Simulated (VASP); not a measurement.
# C (C2/m) in VASP: a series of runs, part 2 of 2

VASP 6.6.1.

## (5) Single point, PBE+D3(BJ) (mode 4 frozen in at -0.071 Å and mode 6 at +0.030 Å (largest displacements))

INCAR

```
SYSTEM = C
PREC = Accurate
ENCUT = 520
EDIFF = 1E-6
ISMEAR = 0
SIGMA = 0.05
LREAL = .False.
LASPH = .True.
NELM = 80
ALGO = Normal
ISIF = 2
LWAVE = .False.
LCHARG = .True.
GGA = PE
IVDW = 12
LELF = .True.
LVHAR = .True.
NBANDS = 11
```

KPOINTS

```
Automatic mesh
0
Gamma
  15 15 15
  0 0 0
```

POSCAR

```
C
1.0
    1.2324809262      0.7115731945      3.3609366220
   -1.2324809262      0.7115731945      3.3609366220
    0.0000000000     -1.4231463891      3.3609366220
C
2
Direct
    0.1665508604      0.1665508604      0.1454708084
    0.8334491396      0.8334491396      0.8545291916
```

Potentials or basis: VASP PAW PBE potentials, release 64 (C).

Started as:

```sh
> cat potpaw_PBE.64/C/POTCAR > POTCAR
> mpirun -np 1 vasp_std > vasp.out
```

OUTCAR:

```text
SYSTEM = C
   PREC = Accurate
   ENCUT = 520
   EDIFF = 1E-6
   ISMEAR = 0
   LREAL = .False.
   LASPH = .True.
   NELM = 80
   ISIF = 2
   GGA = PE
   IVDW = 12
 IVDW          = 12

 ion  position               nearest neighbor table
   1  0.167  0.167  0.145-   2 1.40   2 1.40   2 1.49
   2  0.833  0.833  0.855-   1 1.40   1 1.40   1 1.49

  LATTYP: Found a trigonal (rhomboedric) cell.
 ALAT       =     3.6498274783
 COS(alpha) =     0.7719417768

  Lattice vectors:

 A1 = (   1.2324809262,   0.7115731945,   3.3609366220)
 A2 = (  -1.2324809262,   0.7115731945,   3.3609366220)
 A3 = (   0.0000000000,  -1.4231463891,   3.3609366220)

Analysis of symmetry for initial positions (statically):
=====================================================================
 Subroutine PRICEL returns:
 Original cell was already a primitive cell.

 Routine SETGRP: Setting up the symmetry group for a
 trigonal (rhombohedral) supercell.

 Subroutine GETGRP returns: Found  4 space group operations
 (whereof  4 operations were pure point group operations)
 out of a pool of 12 trial point group operations.

The static configuration has the point symmetry C_2h.

Analysis of symmetry for dynamics (positions and initial velocities):
=====================================================================
 Subroutine PRICEL returns:
 Original cell was already a primitive cell.

 Routine SETGRP: Setting up the symmetry group for a
 trigonal (rhombohedral) supercell.

 Subroutine GETGRP returns: Found  4 space group operations
 (whereof  4 operations were pure point group operations)
 out of a pool of 12 trial point group operations.

The dynamic configuration has the point symmetry C_2h.

 Subroutine INISYM returns: Found  4 space group operations
 (whereof  4 operations are pure point group operations),
 and found     1 'primitive' translations

----------------------------------------------------------------------------------------

                                     Primitive cell

  volume of cell :      17.6853

  direct lattice vectors                    reciprocal lattice vectors
     1.232480926  0.711573195  3.360936622     0.405685791  0.234222801  0.099178702
    -1.232480926  0.711573195  3.360936622    -0.405685791  0.234222801  0.099178702
     0.000000000 -1.423146389  3.360936622     0.000000000 -0.468445602  0.099178702

  length of vectors
     3.649827478  3.649827478  3.649827478     0.478829507  0.478829507  0.478829507

  position of ions in fractional coordinates (direct lattice)
     0.166550860  0.166550860  0.145470808
     0.833449140  0.833449140  0.854529192

  ion indices of the primitive-cell ions
   primitive index   ion index
                 1           1
                 2           2

----------------------------------------------------------------------------------------

 KPOINTS: Automatic mesh

Automatic generation of k-mesh.
 Grid dimensions read from file:
 generate k-points for:   15   15   15

 Generating k-lattice:

[... 21 lines left out ...]
  0.133333  0.000000  0.000000      4.000000
  0.000000  0.000000  0.133333      2.000000
  0.200000  0.000000  0.000000      4.000000
[... 16 lines left out ...]
  0.066667  0.000000  0.200000      4.000000
  0.266667  0.066667 -0.000000      4.000000
 [... further k-points ...]
   k-points           NKPTS =    904   k-points in BZ     NKDIM =    904   number of bands    NBANDS=     11
   number of dos      NEDOS =    301   number of ions     NIONS =      2
   total plane-waves  NPLWV =  21952
   dimension x,y,z NGX =    28 NGY =   28 NGZ =   28
   dimension x,y,z NGXF=    56 NGYF=   56 NGZF=   56
   ions per type =               2
   NGX,Y,Z   is equivalent  to a cutoff of  12.75, 12.75, 12.75 a.u.
   NGXF,Y,Z  is equivalent  to a cutoff of  25.51, 25.51, 25.51 a.u.
 SYSTEM =  C
   PREC   = accura    normal or accurate (medium, high low for compatibility)
   ISTART =      0    job   : 0-new  1-cont  2-samecut
   ICHARG =      2    charge: 1-file 2-atom 10-const
   ISPIN  =      1    spin polarized calculation?
   LNONCOLLINEAR =      F non collinear calculations
   LSORBIT =      F    spin-orbit coupling
   LASPH  =      T    aspherical Exc in radial PAW
   ENCUT  =  520.0 eV  38.22 Ry    6.18 a.u.   6.79  6.79  6.79*2*pi/ulx,y,z
   NELM   =     80;   NELMIN=  2; NELMDL= -5     # of ELM steps
   EDIFF  = 0.1E-05   stopping-criterion for ELM
   LREAL  =      F    real-space projection
   EDIFFG = 0.1E-04   stopping-criterion for IOM
   NSW    =      0    number of steps for IOM
   IBRION =     -1    ionic relax: 0-MD 1-quasi-New 2-CG
   NFREE  =      0    steps in history (QN), initial steepest desc. (CG)
   ISIF   =      2    stress and relaxation
   ISYM   =      2    0-nonsym 1-usesym 2-fastsym
   POTIM  = 0.5000    time-step for ionic-motion
   TEBEG  =    0.0;   TEEND  =   0.0 temperature during run
   PSTRESS=    0.0 pullay stress
   NELECT =       8.0000    total number of electrons
   NUPDOWN=      -1.0000    fix difference up-down
   EMIN   =  10.00;   EMAX   =-10.00  energy-range for DOS
   EFERMI =   0.00;   METHOD = LEGACY
   ISMEAR =     0;   SIGMA  =   0.05  broadening in eV -4-tet -1-fermi 0-gaus
   EFERMI_NEDOS =   21; number of points for ismear=-14 and -15
   IALGO  =     38    algorithm
   IMIX   =      4    mixing-type and parameters
     AMIX     =   0.40;   BMIX     =  1.00
     AMIX_MAG =   1.60;   BMIX_MAG =  1.00
  volume/ion in A,a.u.               =       8.84        59.67
  Fermi-wavevector in a.u.,A,eV,Ry     =   1.256708  2.374834 21.487884  1.579315
  Thomas-Fermi vector in A             =   2.390403
   LORBIT       =      0    0 simple, 1 ext, 2 COOP (PROOUT), +10 PAW based schemes
   GGA     = PE    functional components
   LHFCALC =     F    Hartree Fock is set to
   AEXX    =    0.0000 exact exchange contribution
   IVDW    =    12    specifies the selected vdW correction
   LEPSILON=     F    determine dielectric tensor
   LRPA    =     F    only Hartree local field effects (RPA)
 non-spin polarized calculation
 Gauss-broadening in eV      SIGMA  =   0.05
  energy-cutoff  :      520.00
  volume of cell :       17.69
 maximum number of plane-waves:       490
   NGX = 13   NGY = 13   NGZ = 13

 number of electron       8.0000000 magnetization

 Free energy of the ion-electron system (eV)
  ---------------------------------------------------
  ext. energy  EPLUGINS =         0.00000000
  ---------------------------------------------------
  free energy    TOTEN  =       -18.16583061 eV

  energy without entropy =      -18.16583057  energy(sigma->0) =      -18.16583059

 E-fermi :   4.5840     XC(G=0): -10.3346

 val. band max:        4.4489537073   @ k =   0.2000  -0.1333  -0.4667
 cond. band min:       4.7190222588   @ k =   0.2000  -0.1333  -0.4667
 fundamental gap:      0.2700685516
 Fermi energy:         4.5839923555

 k-point     1 :       0.0000    0.0000    0.0000
  band No.  band energies     occupation
      1     -14.9478      2.00000
      2      -1.8243      2.00000
      3       0.9647      2.00000
      4       2.7555      2.00000
      5       8.4563      0.00000
      6      11.8368      0.00000
      7      14.1722      0.00000
      8      16.3649      0.00000
      9      17.2642      0.00000
     10      27.3429      0.00000
     11      30.4488      0.00000
[... 309 lines left out ...]
 k-point    24 :       0.2667    0.0667   -0.0000
  band No.  band energies     occupation
      1     -13.5467      2.00000
      2      -2.4622      2.00000
      3      -0.5537      2.00000
      4      -0.0259      2.00000
      5       9.9540      0.00000
      6      12.8642      0.00000
      7      13.5037      0.00000
      8      17.0656      0.00000
      9      19.8563      0.00000
     10      24.3022      0.00000
     11      28.1973      0.00000

 [... further k-points ...]

------------------------ aborting loop because EDIFF is reached ----------------------------------------

 Edisp (eV)   -0.31231

 E8    (eV) :    -0.0885

  FORCE on cell =-STRESS in cart. coord.  units (eV):
  Direction    XX          YY          ZZ          XY          YZ          ZX
  --------------------------------------------------------------------------------------
  -------------------------------------------------------------------------------------
  Total       0.89892    -0.28683    -0.39037     0.00000     0.41192     0.00000
  in kB      81.43644   -25.98496   -35.36519     0.00000    37.31736     0.00000
  external pressure =        6.70 kB  Pullay stress =        0.00 kB

 VOLUME and BASIS-vectors are now :
 -----------------------------------------------------------------------------
  energy-cutoff  :      520.00
  volume of cell :       17.69
      direct lattice vectors                 reciprocal lattice vectors
     1.232480926  0.711573195  3.360936622     0.405685791  0.234222801  0.099178702
    -1.232480926  0.711573195  3.360936622    -0.405685791  0.234222801  0.099178702
     0.000000000 -1.423146389  3.360936622     0.000000000 -0.468445602  0.099178702

 POSITION                                       TOTAL-FORCE (eV/Angst)
 -----------------------------------------------------------------------------------
      0.00000      0.03000      1.60845         0.000000     -2.885680      2.304323
      0.00000     -0.03000      8.47436         0.000000      2.885680     -2.304323
 -----------------------------------------------------------------------------------
    total drift:                               -0.000000     -0.000000      0.000000

  FREE ENERGIE OF THE ION-ELECTRON SYSTEM (eV)
  ---------------------------------------------------
  free  energy   TOTEN  =       -18.4781453704 eV

  energy  without entropy=      -18.4781453250  energy(sigma->0) =      -18.47814535
```

stdout:

```text
POSCAR found type information on POSCAR C
 POSCAR found :  1 types and       2 ions
 scaLAPACK will be used
 LDA part: xc-table for (Slater+PW92), standard interpolation
 POSCAR, INCAR and KPOINTS ok, starting setup
 FFT: planning ... GRIDC
 FFT: planning ... GRID_SOFT
 FFT: planning ... GRID
 WAVECAR not read
 entering main loop
```

Wall time 1.8 min (1 thread of Intel Xeon 6975P-C (Granite Rapids), shared host); peak memory 0.27 GiB.

What came out:

| Quantity | Value |
| --- | --- |
| Free energy | -18.4781 eV |
| Pressure | 0.7 GPa |
| Largest force | 3.693 eV/Å |
| Band gap on the k mesh | 0.27 eV, direct |
| Dispersion energy per atom | -0.156 eV |

Forces on the atoms (eV/Å):
```
C    0.000 -2.886  2.304
C    0.000  2.886 -2.304
```

Stress tensor (GPa, compression positive):
```
 8.14  0.00  0.00
 0.00 -2.60  3.73
 0.00  3.73 -3.54
```

Caveat: the cell differs from its parent crystal (mode 4 frozen in at -0.071 Å and mode 6 at +0.030 Å (largest displacements)); forces of over 1 eV/Å act on the atoms, so gaps and moduli don't describe the material at rest.

## (6) Single point, PBE+D3(BJ) (mode 4 frozen in at +0.048 Å and mode 6 at +0.015 Å (largest displacements))

INCAR

```
ALGO = Normal
EDIFF = 1E-6
ENCUT = 520
GGA = PE
ISIF = 2
ISMEAR = 0
IVDW = 12
LASPH = T
LCHARG = F
LREAL = F
LWAVE = F
NBANDS = 11
NELM = 60
PREC = Accurate
SIGMA = 0.05
```

KPOINTS

```
k-points
0
Gamma
  15 15 15
```

POSCAR

```
C
1.0
    1.2324809262      0.7115731945      3.3609366220
   -1.2324809262      0.7115731945      3.3609366220
    0.0000000000     -1.4231463891      3.3609366220
C
2
Direct
    0.1748199483      0.1748199483      0.1642799222
    0.8251800517      0.8251800517      0.8357200778
```

Potentials or basis: VASP PAW PBE potentials, release 64 (C).

Started as:

```sh
> cat potpaw_PBE.64/C/POTCAR > POTCAR
> mpirun -np 1 vasp_std > vasp.out
```

OUTCAR:

```text
EDIFF = 1E-6
   ENCUT = 520
   GGA = PE
   ISIF = 2
   ISMEAR = 0
   IVDW = 12
   LASPH = T
   LREAL = F
   NELM = 60
   PREC = Accurate
 IVDW          = 12

 ion  position               nearest neighbor table
   1  0.175  0.175  0.164-   2 1.41   2 1.41   2 1.46
   2  0.825  0.825  0.836-   1 1.41   1 1.41   1 1.46

  LATTYP: Found a trigonal (rhomboedric) cell.
 ALAT       =     3.6498274783
 COS(alpha) =     0.7719417768

  Lattice vectors:

 A1 = (   1.2324809262,   0.7115731945,   3.3609366220)
 A2 = (  -1.2324809262,   0.7115731945,   3.3609366220)
 A3 = (   0.0000000000,  -1.4231463891,   3.3609366220)

Analysis of symmetry for initial positions (statically):
=====================================================================
 Subroutine PRICEL returns:
 Original cell was already a primitive cell.

 Routine SETGRP: Setting up the symmetry group for a
 trigonal (rhombohedral) supercell.

 Subroutine GETGRP returns: Found  4 space group operations
 (whereof  4 operations were pure point group operations)
 out of a pool of 12 trial point group operations.

The static configuration has the point symmetry C_2h.

Analysis of symmetry for dynamics (positions and initial velocities):
=====================================================================
 Subroutine PRICEL returns:
 Original cell was already a primitive cell.

 Routine SETGRP: Setting up the symmetry group for a
 trigonal (rhombohedral) supercell.

 Subroutine GETGRP returns: Found  4 space group operations
 (whereof  4 operations were pure point group operations)
 out of a pool of 12 trial point group operations.

The dynamic configuration has the point symmetry C_2h.

 Subroutine INISYM returns: Found  4 space group operations
 (whereof  4 operations are pure point group operations),
 and found     1 'primitive' translations

----------------------------------------------------------------------------------------

                                     Primitive cell

  volume of cell :      17.6853

  direct lattice vectors                    reciprocal lattice vectors
     1.232480926  0.711573195  3.360936622     0.405685791  0.234222801  0.099178702
[... 117 lines left out ...]
 non-spin polarized calculation
 Gauss-broadening in eV      SIGMA  =   0.05
  energy-cutoff  :      520.00
  volume of cell :       17.69
 maximum number of plane-waves:       490
   NGX = 13   NGY = 13   NGZ = 13

 number of electron       8.0000000 magnetization

 Free energy of the ion-electron system (eV)
  ---------------------------------------------------
  ext. energy  EPLUGINS =         0.00000000
  ---------------------------------------------------
  free energy    TOTEN  =       -18.32542839 eV

  energy without entropy =      -18.32542733  energy(sigma->0) =      -18.32542786

 E-fermi :   4.6292     XC(G=0): -10.3256

 val. band max:        4.5272547198   @ k =   0.2000  -0.1333  -0.4667
 cond. band min:       4.7310632393   @ k =   0.2000  -0.1333  -0.4667
 fundamental gap:      0.2038085195
 Fermi energy:         4.6291666482

 k-point     1 :       0.0000    0.0000    0.0000
  band No.  band energies     occupation
      1     -14.9691      2.00000
      2      -1.8662      2.00000
      3       1.2909      2.00000
      4       2.1914      2.00000
      5       8.7259      0.00000
      6      12.4508      0.00000
      7      13.6328      0.00000
      8      16.1968      0.00000
      9      17.2812      0.00000
     10      27.4256      0.00000
     11      30.1984      0.00000
[... 309 lines left out ...]
 k-point    24 :       0.2667    0.0667   -0.0000
  band No.  band energies     occupation
      1     -13.5686      2.00000
      2      -2.3745      2.00000
      3      -0.5990      2.00000
      4      -0.2889      2.00000
      5      10.5980      0.00000
      6      12.6815      0.00000
      7      13.3360      0.00000
      8      16.9501      0.00000
      9      20.1921      0.00000
     10      23.4599      0.00000
     11      27.6107      0.00000

 [... further k-points ...]

------------------------ aborting loop because EDIFF is reached ----------------------------------------

 Edisp (eV)   -0.31217

 E8    (eV) :    -0.0885

  FORCE on cell =-STRESS in cart. coord.  units (eV):
  Direction    XX          YY          ZZ          XY          YZ          ZX
  --------------------------------------------------------------------------------------
  -------------------------------------------------------------------------------------
  Total       0.44365    -0.18743    -0.13958     0.00000    -0.14279     0.00000
  in kB      40.19228   -16.98034   -12.64478     0.00000   -12.93629     0.00000
  external pressure =        3.52 kB  Pullay stress =        0.00 kB

 VOLUME and BASIS-vectors are now :
 -----------------------------------------------------------------------------
  energy-cutoff  :      520.00
  volume of cell :       17.69
      direct lattice vectors                 reciprocal lattice vectors
     1.232480926  0.711573195  3.360936622     0.405685791  0.234222801  0.099178702
    -1.232480926  0.711573195  3.360936622    -0.405685791  0.234222801  0.099178702
     0.000000000 -1.423146389  3.360936622     0.000000000 -0.468445602  0.099178702

 POSITION                                       TOTAL-FORCE (eV/Angst)
 -----------------------------------------------------------------------------------
      0.00000      0.01500      1.72725         0.000000     -1.526132     -1.561841
      0.00000     -0.01500      8.35556         0.000000      1.526132      1.561841
 -----------------------------------------------------------------------------------
    total drift:                                0.000000     -0.000000      0.000000

  FREE ENERGIE OF THE ION-ELECTRON SYSTEM (eV)
  ---------------------------------------------------
  free  energy   TOTEN  =       -18.6375984710 eV

  energy  without entropy=      -18.6375974037  energy(sigma->0) =      -18.63759794
```

Wall time 89 s (1 thread of Intel Xeon 6975P-C (Granite Rapids), shared host); peak memory 0.27 GiB.

What came out:

* Free energy: -18.6376 eV
* Pressure: 0.4 GPa
* Largest force: 2.184 eV/Å
* Band gap on the k mesh: 0.20 eV, direct
* Dispersion energy per atom: -0.156 eV

Forces on the atoms (eV/Å):
```
C    0.000 -1.526 -1.562
C    0.000  1.526  1.562
```

Caveat: the cell differs from its parent crystal (mode 4 frozen in at +0.048 Å and mode 6 at +0.015 Å (largest displacements)); forces of over 1 eV/Å act on the atoms, so gaps and moduli don't describe the material at rest.
